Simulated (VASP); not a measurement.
# GeSb4Se (P4/mmm) in VASP: single point with PBE

Aim: the single point of GeSb4Se with PBE.

Everything below comes from runs of VASP 6.6.1. Logs are shortened: lines on timing, memory, paths and dates and some standing lists are left out, and cuts for length are marked.

**1. The cell of the first run**

Symmetry: P4/mmm, No. 123, tetragonal system. Conventional cell: a = 4.706 Å, b = 4.706 Å, c = 6.662 Å, α = 90.00°, β = 90.00°, γ = 90.00°. Ge (site symmetry 4/mmm) has 8 Sb at 2.87 Å within 3.8 Å. Sb (site symmetry 2mm) has 2 Ge at 2.87 Å and 2 Se at 2.90 Å and 6 Sb at 3.28 to 3.38 Å within 3.8 Å. Within 3.8 Å of Se (site symmetry 4/mmm) lie 8 Sb at 2.90 Å.

**2. Single point, PBE**

INCAR

```
SYSTEM = GeSb4Se
PREC     = Accurate       ! precision mode
ENCUT    = 520            ! plane-wave cutoff, eV
EDIFF    = 1E-6           ! SCF threshold, eV
ISMEAR   = 0              ! smearing method
SIGMA    = 0.1            ! smearing width, eV
LREAL    = .FALSE.        ! projectors in reciprocal space
LASPH    = .TRUE.         ! aspherical terms in the spheres
NELM     = 60             ! most SCF steps
ALGO     = Normal         ! electronic algorithm
ISIF     = 2              ! what is computed and relaxed
LWAVE    = .FALSE.        ! write WAVECAR
LCHARG   = .FALSE.        ! write CHGCAR
GGA      = PE             ! functional
NBANDS   = 29             ! bands
```

KPOINTS

```
regular mesh
0
G
  4 4 4
  0 0 0
```

POSCAR

```
GeSb4Se
1.0
    4.7057493500      0.0000000000      0.0000000000
    0.0000000000      4.7057493500      0.0000000000
    0.0000000000      0.0000000000      6.6615876300
Ge Sb Se
1 4 1
Direct
    0.5000000000      0.5000000000      0.5000000000
    0.5000000000      0.0000000000      0.7464669900
    0.0000000000      0.5000000000      0.2535330100
    0.5000000000      0.0000000000      0.2535330100
    0.0000000000      0.5000000000      0.7464669900
    0.0000000000      0.0000000000      0.0000000000
```

Potentials or basis: VASP PAW PBE potentials, release 64 (Ge_d, Sb, Se).

Started as:

```sh
$ cat potpaw_PBE.64/Ge_d/POTCAR potpaw_PBE.64/Sb/POTCAR potpaw_PBE.64/Se/POTCAR > POTCAR
$ mpirun -np 1 vasp_std > vasp.out
```

OUTCAR:

```text
SYSTEM = GeSb4Se
   PREC = Accurate
   ENCUT = 520
   EDIFF = 1E-6
   ISMEAR = 0
   LREAL = .FALSE.
   LASPH = .TRUE.
   NELM = 60
   ISIF = 2
   GGA = PE

 ion  position               nearest neighbor table
   1  0.500  0.500  0.500-   2 2.87   3 2.87   4 2.87   5 2.87   2 2.87   4 2.87   3 2.87   5 2.87

   2  0.500  0.000  0.746-   1 2.87   1 2.87   6 2.90   6 2.90   4 3.28   5 3.33   5 3.33   5 3.33
                             5 3.33   4 3.38
   3  0.000  0.500  0.254-   1 2.87   1 2.87   6 2.90   6 2.90   5 3.28   4 3.33   4 3.33   4 3.33
                             4 3.33   5 3.38
   4  0.500  0.000  0.254-   1 2.87   1 2.87   6 2.90   6 2.90   2 3.28   3 3.33   3 3.33   3 3.33
                             3 3.33   2 3.38
   5  0.000  0.500  0.746-   1 2.87   1 2.87   6 2.90   6 2.90   3 3.28   2 3.33   2 3.33   2 3.33
                             2 3.33   3 3.38
   6  0.000  0.000  0.000-   2 2.90   3 2.90   4 2.90   5 2.90   3 2.90   5 2.90   2 2.90   4 2.90

  LATTYP: Found a simple tetragonal cell.
 ALAT       =     4.7057493500
 C/A-ratio  =     1.4156273814

  Lattice vectors:

 A1 = (   4.7057493500,   0.0000000000,   0.0000000000)
 A2 = (   0.0000000000,   4.7057493500,   0.0000000000)
 A3 = (   0.0000000000,   0.0000000000,   6.6615876300)

Analysis of symmetry for initial positions (statically):
=====================================================================
 Subroutine PRICEL returns:
 Original cell was already a primitive cell.

 Routine SETGRP: Setting up the symmetry group for a
 simple tetragonal supercell.

 Subroutine GETGRP returns: Found 16 space group operations
 (whereof 16 operations were pure point group operations)
 out of a pool of 16 trial point group operations.

The static configuration has the point symmetry D_4h.

Analysis of symmetry for dynamics (positions and initial velocities):
=====================================================================
 Subroutine PRICEL returns:
 Original cell was already a primitive cell.

 Routine SETGRP: Setting up the symmetry group for a
 simple tetragonal supercell.

 Subroutine GETGRP returns: Found 16 space group operations
 (whereof 16 operations were pure point group operations)
 out of a pool of 16 trial point group operations.

The dynamic configuration has the point symmetry D_4h.

 Subroutine INISYM returns: Found 16 space group operations
 (whereof 16 operations are pure point group operations),
 and found     1 'primitive' translations

----------------------------------------------------------------------------------------

                                     Primitive cell

  volume of cell :     147.5147

  direct lattice vectors                    reciprocal lattice vectors
     4.705749350  0.000000000  0.000000000     0.212506006  0.000000000  0.000000000
     0.000000000  4.705749350  0.000000000     0.000000000  0.212506006  0.000000000
     0.000000000  0.000000000  6.661587630     0.000000000  0.000000000  0.150114365

  length of vectors
     4.705749350  4.705749350  6.661587630     0.212506006  0.212506006  0.150114365

  position of ions in fractional coordinates (direct lattice)
     0.500000000  0.500000000  0.500000000
     0.500000000  0.000000000  0.746466990
     0.000000000  0.500000000  0.253533010
     0.500000000  0.000000000  0.253533010
     0.000000000  0.500000000  0.746466990
     0.000000000  0.000000000  0.000000000

  ion indices of the primitive-cell ions
   primitive index   ion index
                 1           1
                 2           2
                 3           3
                 4           4
                 5           5
                 6           6

----------------------------------------------------------------------------------------

 KPOINTS: regular mesh

Automatic generation of k-mesh.
 Grid dimensions read from file:
 generate k-points for:    4    4    4

 Generating k-lattice:

  Cartesian coordinates                     Fractional coordinates (reciprocal lattice)
     0.053126502  0.000000000  0.000000000     0.250000000  0.000000000  0.000000000
     0.000000000  0.053126502  0.000000000     0.000000000  0.250000000  0.000000000
     0.000000000  0.000000000  0.037528591     0.000000000  0.000000000  0.250000000

  Length of vectors
     0.053126502  0.053126502  0.037528591

  Shift w.r.t. Gamma in fractional coordinates (k-lattice)
     0.000000000  0.000000000  0.000000000

 Subroutine IBZKPT returns following result:
 ===========================================

 Found     18 irreducible k-points:

 Following reciprocal coordinates:
            Coordinates               Weight
  0.000000  0.000000  0.000000      1.000000
  0.250000  0.000000  0.000000      4.000000
  0.500000  0.000000  0.000000      2.000000
  0.250000  0.250000  0.000000      4.000000
  0.500000  0.250000  0.000000      4.000000
  0.500000  0.500000  0.000000      1.000000
[... 10 lines left out ...]
  0.500000  0.250000  0.500000      4.000000
  0.500000  0.500000  0.500000      1.000000
   k-points           NKPTS =     18   k-points in BZ     NKDIM =     18   number of bands    NBANDS=     29
   number of dos      NEDOS =    301   number of ions     NIONS =      6
   total plane-waves  NPLWV =  64800
   dimension x,y,z NGX =    36 NGY =   36 NGZ =   50
   dimension x,y,z NGXF=    72 NGYF=   72 NGZF=  100
   ions per type =               1   4   1
   NGX,Y,Z   is equivalent  to a cutoff of  12.72, 12.72, 12.48 a.u.
   NGXF,Y,Z  is equivalent  to a cutoff of  25.44, 25.44, 24.96 a.u.
 SYSTEM =  GeSb4Se
   PREC   = accura    normal or accurate (medium, high low for compatibility)
   ISTART =      0    job   : 0-new  1-cont  2-samecut
   ICHARG =      2    charge: 1-file 2-atom 10-const
   ISPIN  =      1    spin polarized calculation?
   LNONCOLLINEAR =      F non collinear calculations
   LSORBIT =      F    spin-orbit coupling
   LASPH  =      T    aspherical Exc in radial PAW
   ENCUT  =  520.0 eV  38.22 Ry    6.18 a.u.   8.75  8.75 12.39*2*pi/ulx,y,z
   NELM   =     60;   NELMIN=  2; NELMDL= -5     # of ELM steps
   EDIFF  = 0.1E-05   stopping-criterion for ELM
   LREAL  =      F    real-space projection
[... 7 lines left out ...]
   TEBEG  =    0.0;   TEEND  =   0.0 temperature during run
   PSTRESS=    0.0 pullay stress
   NELECT =      40.0000    total number of electrons
   NUPDOWN=      -1.0000    fix difference up-down
   EMIN   =  10.00;   EMAX   =-10.00  energy-range for DOS
   EFERMI =   0.00;   METHOD = LEGACY
   ISMEAR =     0;   SIGMA  =   0.10  broadening in eV -4-tet -1-fermi 0-gaus
   EFERMI_NEDOS =   21; number of points for ismear=-14 and -15
   IALGO  =     38    algorithm
   IMIX   =      4    mixing-type and parameters
     AMIX     =   0.40;   BMIX     =  1.00
     AMIX_MAG =   1.60;   BMIX_MAG =  1.00
  volume/ion in A,a.u.               =      24.59       165.91
  Fermi-wavevector in a.u.,A,eV,Ry     =   1.059619  2.002389 15.276517  1.122792
  Thomas-Fermi vector in A             =   2.194971
   LORBIT       =      0    0 simple, 1 ext, 2 COOP (PROOUT), +10 PAW based schemes
   GGA     = PE    functional components
   LHFCALC =     F    Hartree Fock is set to
   AEXX    =    0.0000 exact exchange contribution
   IVDW    =     0    specifies the selected vdW correction
   LEPSILON=     F    determine dielectric tensor
   LRPA    =     F    only Hartree local field effects (RPA)
 non-spin polarized calculation
 Gauss-broadening in eV      SIGMA  =   0.10
  energy-cutoff  :      520.00
  volume of cell :      147.51
 maximum number of plane-waves:      4024
 NGX is ok and might be reduce to    36
   NGX = 17   NGY = 17   NGZ = 25

 number of electron      40.0000016 magnetization

 Free energy of the ion-electron system (eV)
  ---------------------------------------------------
  ext. energy  EPLUGINS =         0.00000000
  ---------------------------------------------------
  free energy    TOTEN  =       -21.71525312 eV

  energy without entropy =      -21.69497521  energy(sigma->0) =      -21.70511417

 E-fermi :   7.9913     XC(G=0): -10.2105

 val. band max:        7.9495946084   @ k =   0.5000   0.2500   0.2500
 cond. band min:       7.9915906270   @ k =   0.5000   0.0000   0.0000
 fundamental gap:      0.0419960186
 Fermi energy:         7.9912667193

 k-point     1 :       0.0000    0.0000    0.0000
  band No.  band energies     occupation
      1     -16.8482      2.00000
      2     -16.8482      2.00000
      3     -16.8433      2.00000
      4     -16.8366      2.00000
      5     -16.8246      2.00000
      6      -7.2181      2.00000
[... 21 lines left out ...]
     28      11.4827      0.00000
     29      12.4098      0.00000

 k-point     2 :       0.2500    0.0000    0.0000
  band No.  band energies     occupation
      1     -16.8490      2.00000
      2     -16.8482      2.00000
      3     -16.8423      2.00000
      4     -16.8365      2.00000
      5     -16.8247      2.00000
      6      -7.0028      2.00000
[... 21 lines left out ...]
     28      11.6190      0.00000
     29      12.6316      0.00000

 k-point     3 :       0.5000    0.0000    0.0000
  band No.  band energies     occupation
      1     -16.8497      2.00000
      2     -16.8481      2.00000
      3     -16.8414      2.00000
      4     -16.8363      2.00000
      5     -16.8249      2.00000
      6      -6.7298      2.00000
[... 21 lines left out ...]
     28      12.4565      0.00000
     29      13.1463      0.00000

 k-point     4 :       0.2500    0.2500    0.0000
  band No.  band energies     occupation
      1     -16.8489      2.00000
      2     -16.8489      2.00000
      3     -16.8413      2.00000
      4     -16.8364      2.00000
      5     -16.8249      2.00000
      6      -6.7994      2.00000
[... 21 lines left out ...]
     28      12.1817      0.00000
     29      12.2818      0.00000

 k-point     5 :       0.5000    0.2500    0.0000
  band No.  band energies     occupation
      1     -16.8497      2.00000
      2     -16.8489      2.00000
      3     -16.8403      2.00000
      4     -16.8362      2.00000
      5     -16.8251      2.00000
      6      -6.5465      2.00000
[... 21 lines left out ...]
     28      11.7703      0.00000
     29      13.3902      0.00000
[... 318 lines left out ...]
     28      12.1183      0.00000
     29      12.1772      0.00000

 k-point    16 :       0.2500    0.2500    0.5000
  band No.  band energies     occupation
      1     -16.8489      2.00000
      2     -16.8489      2.00000
      3     -16.8413      2.00000
      4     -16.8364      2.00000
      5     -16.8249      2.00000
      6      -6.7263      2.00000
[... 21 lines left out ...]
     28      12.4620      0.00000
     29      13.1858      0.00000

 k-point    17 :       0.5000    0.2500    0.5000
  band No.  band energies     occupation
      1     -16.8497      2.00000
      2     -16.8489      2.00000
      3     -16.8403      2.00000
      4     -16.8362      2.00000
      5     -16.8251      2.00000
      6      -6.5174      2.00000
[... 21 lines left out ...]
     28      12.3582      0.00000
     29      12.8144      0.00000

 k-point    18 :       0.5000    0.5000    0.5000
  band No.  band energies     occupation
      1     -16.8496      2.00000
      2     -16.8496      2.00000
      3     -16.8393      2.00000
      4     -16.8361      2.00000
      5     -16.8252      2.00000
      6      -6.3170      2.00000
[... 21 lines left out ...]
     28      12.5218      0.00000
     29      12.5218      0.00000

------------------------ aborting loop because EDIFF is reached ----------------------------------------

  FORCE on cell =-STRESS in cart. coord.  units (eV):
  Direction    XX          YY          ZZ          XY          YZ          ZX
  --------------------------------------------------------------------------------------
  -------------------------------------------------------------------------------------
  Total       10.2527292     10.2527292      9.8483843      0.0000000      0.0000000      0.0000000
  in kB      111.3562869    111.3562869    106.9646417      0.0000000      0.0000000      0.0000000
  external PRESSURE =     109.8924051 kB  Pullay stress =       0.0000000 kB

 VOLUME and BASIS-vectors are now :
 -----------------------------------------------------------------------------
  energy-cutoff  :      520.00
  volume of cell :      147.51
      direct lattice vectors                 reciprocal lattice vectors
     4.705749350  0.000000000  0.000000000     0.212506006  0.000000000  0.000000000
     0.000000000  4.705749350  0.000000000     0.000000000  0.212506006  0.000000000
     0.000000000  0.000000000  6.661587630     0.000000000  0.000000000  0.150114365

 POSITION                                       TOTAL-FORCE (eV/Angst)
 -----------------------------------------------------------------------------------
      2.35287      2.35287      3.33079        -0.000000     -0.000000     -0.000000
      2.35287      0.00000      4.97266        -0.000000      0.000000      0.179001
      0.00000      2.35287      1.68893        -0.000000      0.000000     -0.179001
      2.35287      0.00000      1.68893         0.000000      0.000000     -0.179001
      0.00000      2.35287      4.97266         0.000000      0.000000      0.179001
      0.00000      0.00000      0.00000        -0.000000     -0.000000     -0.000000
 -----------------------------------------------------------------------------------
    total drift:                                0.000000      0.000000      0.000000

  FREE ENERGIE OF THE ION-ELECTRON SYSTEM (eV)
  ---------------------------------------------------
  free  energy   TOTEN  =       -21.7152531218 eV

  energy  without entropy=      -21.6949752119  energy(sigma->0) =      -21.70511417
```

It took 49 s on 1 thread of AMD EPYC 7R13 (Zen 3), shared host; peak memory 0.25 GiB.

What came out:

```yaml
Free_energy: -21.7153 eV
Pressure: 11.0 GPa
Largest_force: 0.179 eV/Å
Band_gap_on_the_k_mesh: zero (band 20 reaches 9.85 eV, above the bottom of band 21 at 6.38 eV)
```

Forces in eV/Å, atoms in the order of the input:
```
Ge   0.000  0.000  0.000
Sb   0.000  0.000  0.179
Sb   0.000  0.000 -0.179
Sb   0.000  0.000 -0.179
Sb   0.000  0.000  0.179
Se   0.000  0.000  0.000
```

Caveat: spin-orbit coupling is left out, which moves the levels of the heavy elements.
